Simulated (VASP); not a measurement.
**BeTe: single point with PBE**

BeTe:

```
CELL_PARAMETERS angstrom
6.52262 0.00000 0.00000
0.00000 6.53972 0.00000
0.00000 0.00000 7.43792
ATOMIC_POSITIONS crystal
Be 0.40952 0.17309 0.86621
Be 0.90952 0.32691 0.13379
Be 0.59048 0.82691 0.13379
Be 0.09048 0.67309 0.86621
Be 0.09048 0.82691 0.36621
Be 0.59048 0.67309 0.63379
Be 0.40952 0.32691 0.36621
Be 0.90952 0.17309 0.63379
Te 0.09048 0.32691 0.86621
Te 0.59048 0.17309 0.13379
Te 0.40952 0.82691 0.86621
Te 0.90952 0.67309 0.13379
Te 0.40952 0.67309 0.36621
Te 0.90952 0.82691 0.63379
Te 0.59048 0.32691 0.63379
Te 0.09048 0.17309 0.36621
```

The cell was generated, and may not be a known phase.

| Property | Result |
| --- | --- |
| Program | VASP 6.6.1 |
| Task | single point |
| Functional | PBE |
| Potentials or basis | VASP PAW PBE potentials, release 64 (Be, Te) |
| Cutoff | 520 eV |
| k mesh | 4 × 4 × 4 |
| Occupations | gaussian, width 0.1 eV |
| Spin | no spin polarisation |
| Dipole correction | no |
| Further INCAR settings | LREAL = Auto; ALGO = Normal; EDIFF = 1e-07; NBANDS = 46 |

The pressure is 15.7 GPa. The largest force is 1.553 eV/Å. The band gap on the k mesh is 1.51 eV (least direct gap 1.65 eV).

Forces on the atoms (eV/Å):
```
Be  -0.017  0.661 -0.182
Be  -0.017 -0.661  0.182
Be   0.017 -0.661  0.182
Be   0.017  0.661 -0.182
Be   0.017 -0.661 -0.182
Be   0.017  0.661  0.182
Be  -0.017 -0.661 -0.182
Be  -0.017  0.661  0.182
Te   0.392 -1.368 -0.623
Te   0.392  1.368  0.623
Te  -0.392 -1.368 -0.623
Te  -0.392  1.368  0.623
Te  -0.392  1.368 -0.623
Te  -0.392 -1.368  0.623
Te   0.392 -1.368  0.623
Te   0.392  1.368 -0.623
```

Stress tensor (GPa, compression positive):
```
13.59  0.00  0.00
 0.00 18.54  0.00
 0.00  0.00 15.00
```

Levels at points of the mesh, in eV from the valence-band top:
| k point | band 29 | band 30 | band 31 | band 32 | band 33 | band 34 | band 35 | band 36 |
| --- | --- | --- | --- | --- | --- | --- | --- | --- |
| (0.00, 0.00, 0.00) | -1.14 | -0.37 | -0.33 | 0.00 | 1.65 | 2.33 | 3.18 | 3.21 |
| (0.50, 0.00, 0.00) | -1.29 | -1.29 | -0.73 | -0.73 | 2.17 | 2.17 | 2.41 | 2.41 |
| (0.00, 0.50, 0.00) | -1.05 | -1.05 | -0.96 | -0.96 | 2.27 | 2.27 | 2.98 | 2.98 |
| (0.50, 0.50, 0.00) | -1.70 | -1.70 | -1.70 | -1.70 | 2.46 | 2.46 | 2.46 | 2.46 |
| (0.00, 0.00, 0.50) | -1.32 | -1.32 | -1.00 | -1.00 | 1.55 | 1.55 | 3.30 | 3.30 |
| (0.50, 0.00, 0.50) | -1.65 | -1.65 | -1.65 | -1.65 | 2.52 | 2.52 | 2.52 | 2.52 |
| (0.00, 0.50, 0.50) | -1.51 | -1.51 | -1.51 | -1.51 | 2.37 | 2.37 | 2.37 | 2.37 |
| (0.50, 0.50, 0.50) | -1.90 | -1.90 | -1.90 | -1.90 | 2.77 | 2.77 | 2.77 | 2.77 |

Wall time 18 min on 1 thread of Intel Xeon 8259CL, with other jobs on the host, peak memory 0.5 GiB.

Caveat: the cell stands under pressure; spin-orbit coupling is left out, which moves the levels of the heavy elements; forces of over 1 eV/Å act on the atoms, so gaps and moduli don't describe the material at rest. A k mesh can miss the band edges.
